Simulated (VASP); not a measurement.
# HfC (I4mm) in VASP: single point with PBE

Aim: the single point of HfC with PBE.

Program: VASP 6.6.1. These are calculated values, not measurements. Logs are shortened: lines on timing, memory, paths and dates and some standing lists are left out, and cuts for length are marked.

### Step 1. The cell of the first run

Symmetry: I4mm, No. 107, tetragonal system. Conventional cell: a = 3.288 Å, b = 3.288 Å, c = 4.650 Å, α = 90.00°, β = 90.00°, γ = 90.00°. Hf (site symmetry 4mm) has 6 C at 2.12 to 2.53 Å within 2.8 Å. Within 2.8 Å of C (site symmetry 4mm) lie 6 Hf at 2.12 to 2.53 Å.

### Step 2. Single point, PBE (atom 1 (Hf) moved by (-0.200, +0.000) A along x and z)

File INCAR:

```
  PREC = Accurate
  ENCUT = 600
  EDIFF = 1E-6
  ISMEAR = 0
  SIGMA = 0.15
  LREAL = F
  LASPH = T
  NELM = 120
  ALGO = Normal
  ISIF = 2
  LWAVE = F
  LCHARG = F
  GGA = PE
  NBANDS = 14
  GGA_COMPAT = F
```

File KPOINTS:

```
regular mesh
0
Gamma
  18 18 18
```

File POSCAR:

```
HfC
1.0
    0.0000000000      2.3250000000      2.3250000000
    2.3250000000      0.0000000000      2.3250000000
    2.3250000000      2.3250000000      0.0000000000
Hf C
1 1
Direct
    0.5430107527      0.4569892473      0.4569892473
    0.0000000000      0.0000000000      0.0000000000
```

Potentials or basis: VASP PAW PBE potentials, release 64 (Hf_pv, C).

Command:

```
> cat potpaw_PBE.64/Hf_pv/POTCAR potpaw_PBE.64/C/POTCAR > POTCAR
> mpirun -np 1 vasp_std > vasp.out
```

OUTCAR:

```text
PREC = Accurate
   ENCUT = 600
   EDIFF = 1E-6
   ISMEAR = 0
   LREAL = F
   LASPH = T
   NELM = 120
   ISIF = 2
   GGA = PE

 ion  position               nearest neighbor table
   1  0.543  0.457  0.457-   2 2.12   2 2.33   2 2.33   2 2.33   2 2.33   2 2.53
   2  0.000  0.000  0.000-   1 2.12   1 2.33   1 2.33   1 2.33   1 2.33   1 2.53

  LATTYP: Found a face centered cubic cell.
 ALAT       =     4.6500000000

  Lattice vectors:

 A1 = (   0.0000000000,   2.3250000000,   2.3250000000)
 A2 = (   2.3250000000,   0.0000000000,   2.3250000000)
 A3 = (   2.3250000000,   2.3250000000,   0.0000000000)

Analysis of symmetry for initial positions (statically):
=====================================================================
 Subroutine PRICEL returns:
 Original cell was already a primitive cell.

 Routine SETGRP: Setting up the symmetry group for a
 face centered cubic supercell.

 Subroutine GETGRP returns: Found  8 space group operations
 (whereof  8 operations were pure point group operations)
 out of a pool of 48 trial point group operations.

The static configuration has the point symmetry C_4v.

Analysis of symmetry for dynamics (positions and initial velocities):
=====================================================================
 Subroutine PRICEL returns:
 Original cell was already a primitive cell.

 Routine SETGRP: Setting up the symmetry group for a
 face centered cubic supercell.

 Subroutine GETGRP returns: Found  8 space group operations
 (whereof  8 operations were pure point group operations)
 out of a pool of 48 trial point group operations.

The dynamic configuration has the point symmetry C_4v.

 Subroutine INISYM returns: Found  8 space group operations
 (whereof  8 operations are pure point group operations),
 and found     1 'primitive' translations

----------------------------------------------------------------------------------------

                                     Primitive cell

  volume of cell :      25.1362

  direct lattice vectors                    reciprocal lattice vectors
     0.000000000  2.325000000  2.325000000    -0.215053763  0.215053763  0.215053763
     2.325000000  0.000000000  2.325000000     0.215053763 -0.215053763  0.215053763
     2.325000000  2.325000000  0.000000000     0.215053763  0.215053763 -0.215053763

  length of vectors
     3.288046533  3.288046533  3.288046533     0.372484045  0.372484045  0.372484045

  position of ions in fractional coordinates (direct lattice)
     0.543010753  0.456989247  0.456989247
     0.000000000  0.000000000  0.000000000

  ion indices of the primitive-cell ions
   primitive index   ion index
                 1           1
                 2           2

----------------------------------------------------------------------------------------

 KPOINTS: regular mesh

Automatic generation of k-mesh.
 Grid dimensions read from file:
 generate k-points for:   18   18   18

 Generating k-lattice:

  Cartesian coordinates                     Fractional coordinates (reciprocal lattice)
    -0.011947431  0.011947431  0.011947431     0.055555556  0.000000000  0.000000000
     0.011947431 -0.011947431  0.011947431     0.000000000  0.055555556  0.000000000
     0.011947431  0.011947431 -0.011947431     0.000000000  0.000000000  0.055555556

  Length of vectors
     0.020693558  0.020693558  0.020693558

  Shift w.r.t. Gamma in fractional coordinates (k-lattice)
     0.000000000  0.000000000  0.000000000

 Subroutine IBZKPT returns following result:
 ===========================================

 Found    480 irreducible k-points:

 Following reciprocal coordinates:
            Coordinates               Weight
  0.000000  0.000000  0.000000      1.000000
  0.055556  0.000000  0.000000      8.000000
  0.111111  0.000000  0.000000      8.000000
  0.166667  0.000000  0.000000      8.000000
  0.222222  0.000000  0.000000      8.000000
  0.277778  0.000000  0.000000      8.000000
[... 16 lines left out ...]
  0.388889  0.055556  0.000000     16.000000
  0.000000  0.388889  0.055556      8.000000
 [... further k-points ...]
   k-points           NKPTS =    480   k-points in BZ     NKDIM =    480   number of bands    NBANDS=     14
   number of dos      NEDOS =    301   number of ions     NIONS =      2
   total plane-waves  NPLWV =  21952
   dimension x,y,z NGX =    28 NGY =   28 NGZ =   28
   dimension x,y,z NGXF=    56 NGYF=   56 NGZF=   56
   ions per type =               1   1
   NGX,Y,Z   is equivalent  to a cutoff of  14.16, 14.16, 14.16 a.u.
   NGXF,Y,Z  is equivalent  to a cutoff of  28.31, 28.31, 28.31 a.u.
 SYSTEM =  unknown system
   PREC   = accura    normal or accurate (medium, high low for compatibility)
   ISTART =      0    job   : 0-new  1-cont  2-samecut
   ICHARG =      2    charge: 1-file 2-atom 10-const
   ISPIN  =      1    spin polarized calculation?
   LNONCOLLINEAR =      F non collinear calculations
   LSORBIT =      F    spin-orbit coupling
   LASPH  =      T    aspherical Exc in radial PAW
   ENCUT  =  600.0 eV  44.10 Ry    6.64 a.u.   6.57  6.57  6.57*2*pi/ulx,y,z
   NELM   =    120;   NELMIN=  2; NELMDL= -5     # of ELM steps
   EDIFF  = 0.1E-05   stopping-criterion for ELM
   LREAL  =      F    real-space projection
   EDIFFG = 0.1E-04   stopping-criterion for IOM
   NSW    =      0    number of steps for IOM
   IBRION =     -1    ionic relax: 0-MD 1-quasi-New 2-CG
   NFREE  =      0    steps in history (QN), initial steepest desc. (CG)
   ISIF   =      2    stress and relaxation
   ISYM   =      2    0-nonsym 1-usesym 2-fastsym
   POTIM  = 0.5000    time-step for ionic-motion
   TEBEG  =    0.0;   TEEND  =   0.0 temperature during run
   PSTRESS=    0.0 pullay stress
   NELECT =      14.0000    total number of electrons
   NUPDOWN=      -1.0000    fix difference up-down
   EMIN   =  10.00;   EMAX   =-10.00  energy-range for DOS
   EFERMI =   0.00;   METHOD = LEGACY
   ISMEAR =     0;   SIGMA  =   0.15  broadening in eV -4-tet -1-fermi 0-gaus
   EFERMI_NEDOS =   21; number of points for ismear=-14 and -15
   IALGO  =     38    algorithm
   IMIX   =      4    mixing-type and parameters
     AMIX     =   0.40;   BMIX     =  1.00
     AMIX_MAG =   1.60;   BMIX_MAG =  1.00
  volume/ion in A,a.u.               =      12.57        84.81
  Fermi-wavevector in a.u.,A,eV,Ry     =   1.346949  2.545365 24.684672  1.814272
  Thomas-Fermi vector in A             =   2.474740
   LORBIT       =      0    0 simple, 1 ext, 2 COOP (PROOUT), +10 PAW based schemes
   GGA     = PE    functional components
   LHFCALC =     F    Hartree Fock is set to
   AEXX    =    0.0000 exact exchange contribution
   IVDW    =     0    specifies the selected vdW correction
   LEPSILON=     F    determine dielectric tensor
   LRPA    =     F    only Hartree local field effects (RPA)
 non-spin polarized calculation
 Gauss-broadening in eV      SIGMA  =   0.15
  energy-cutoff  :      600.00
  volume of cell :       25.14
 maximum number of plane-waves:       872
   NGX = 13   NGY = 13   NGZ = 13

 number of electron      14.0000000 magnetization

 Free energy of the ion-electron system (eV)
  ---------------------------------------------------
  ext. energy  EPLUGINS =         0.00000000
  ---------------------------------------------------
  free energy    TOTEN  =       -20.89322670 eV

  energy without entropy =      -20.89189964  energy(sigma->0) =      -20.89256317

 E-fermi :   6.0100     XC(G=0): -12.2678

 val. band max:        6.0079992039   @ k =   0.0000  -0.1111   0.0556
 cond. band min:       6.0531463736   @ k =   0.0556   0.3889   0.3333
 fundamental gap:      0.0451471698
 Fermi energy:         6.0100190426

 k-point     1 :       0.0000    0.0000    0.0000
  band No.  band energies     occupation
      1     -23.6188      2.00000
      2     -23.6175      2.00000
      3     -23.6175      2.00000
      4      -6.3268      2.00000
      5       5.9431      1.47206
      6       5.9431      1.47206
      7       6.2185      0.04939
      8       7.3486      0.00000
      9       8.4881      0.00000
     10       8.4881      0.00000
     11       9.3543      0.00000
     12      10.3960      0.00000
     13      12.6931      0.00000
     14      16.8683      0.00000

 k-point     2 :       0.0556    0.0000    0.0000
  band No.  band energies     occupation
      1     -23.6405      2.00000
      2     -23.6199      2.00000
      3     -23.6196      2.00000
      4      -6.2490      2.00000
      5       5.5071      2.00000
      6       5.8159      1.93281
      7       6.2922      0.00781
      8       7.3738      0.00000
      9       8.2420      0.00000
     10       8.4386      0.00000
     11       9.8873      0.00000
     12      10.7324      0.00000
     13      12.8826      0.00000
     14      17.0903      0.00000

 k-point     3 :       0.1111    0.0000    0.0000
  band No.  band energies     occupation
      1     -23.7032      2.00000
      2     -23.6261      2.00000
      3     -23.6259      2.00000
      4      -6.0206      2.00000
      5       4.7951      2.00000
      6       5.4463      2.00000
      7       5.9335      1.52959
      8       7.5590      0.00000
      9       8.1239      0.00000
     10       8.4788      0.00000
     11      10.8473      0.00000
     12      11.5004      0.00000
     13      13.3834      0.00000
     14      17.7177      0.00000
[... 324 lines left out ...]
 k-point    23 :       0.3889    0.0556    0.0000
  band No.  band energies     occupation
      1     -24.1925      2.00000
      2     -23.6899      2.00000
      3     -23.6824      2.00000
      4      -3.6029      2.00000
      5       0.9845      2.00000
      6       3.2408      2.00000
      7       3.5623      2.00000
      8       9.3304      0.00000
      9      10.5520      0.00000
     10      10.7650      0.00000
     11      14.3773      0.00000
     12      15.5629      0.00000
     13      16.4531      0.00000
     14      19.6233      0.00000

 k-point    24 :       0.0000    0.3889    0.0556
  band No.  band energies     occupation
      1     -24.1935      2.00000
      2     -23.6902      2.00000
      3     -23.6820      2.00000
      4      -3.5941      2.00000
      5       0.9860      2.00000
      6       3.3201      2.00000
      7       3.4467      2.00000
      8       9.4279      0.00000
      9      10.6105      0.00000
     10      10.7510      0.00000
     11      14.2159      0.00000
     12      15.1601      0.00000
     13      16.9090      0.00000
     14      19.6755      0.00000

 [... further k-points ...]

------------------------ aborting loop because EDIFF is reached ----------------------------------------

  FORCE on cell =-STRESS in cart. coord.  units (eV):
  Direction    XX          YY          ZZ          XY          YZ          ZX
  --------------------------------------------------------------------------------------
  -------------------------------------------------------------------------------------
  Total        1.8517732     -0.1723003     -0.1723003      0.0000000      0.0000000      0.0000000
  in kB      118.0319290    -10.9824142    -10.9824142      0.0000000      0.0000000      0.0000000
  external PRESSURE =      32.0223669 kB  Pullay stress =       0.0000000 kB

 VOLUME and BASIS-vectors are now :
 -----------------------------------------------------------------------------
  energy-cutoff  :      600.00
  volume of cell :       25.14
      direct lattice vectors                 reciprocal lattice vectors
     0.000000000  2.325000000  2.325000000    -0.215053763  0.215053763  0.215053763
     2.325000000  0.000000000  2.325000000     0.215053763 -0.215053763  0.215053763
     2.325000000  2.325000000  0.000000000     0.215053763  0.215053763 -0.215053763

 POSITION                                       TOTAL-FORCE (eV/Angst)
 -----------------------------------------------------------------------------------
      2.12500      2.32500      2.32500         1.714270      0.000000      0.000000
      0.00000      0.00000      0.00000        -1.714270      0.000000      0.000000
 -----------------------------------------------------------------------------------
    total drift:                               -0.000337     -0.000000     -0.000000

  FREE ENERGIE OF THE ION-ELECTRON SYSTEM (eV)
  ---------------------------------------------------
  free  energy   TOTEN  =       -20.8932267019 eV

  energy  without entropy=      -20.8918996428  energy(sigma->0) =      -20.89256317
```

Run time: 92 s. Hardware: 1 thread of Intel Xeon 6975P-C (Granite Rapids), shared host; peak memory 0.34 GiB.

Results:

| Item | Value |
| --- | --- |
| Free energy | -20.8932 eV |
| Pressure | 3.2 GPa |
| Largest force | 1.714 eV/Å |
| Band gap on the k mesh | zero (bands 7 and 8 overlap by 1.05 eV) |

Forces on the atoms (eV/Å):
```
Hf   1.714  0.000  0.000
C   -1.714  0.000  0.000
```

Caveat: the cell differs from its parent crystal (atom 1 (Hf) moved by (-0.200, +0.000) A along x and z); the stress differs along the axes, from -1 to 12 GPa; spin-orbit coupling is left out, which moves the levels of the heavy elements; forces of over 1 eV/Å act on the atoms, so gaps and moduli don't describe the material at rest.

The gap in the log of VASP goes by the Fermi energy; the results here count the filled bands.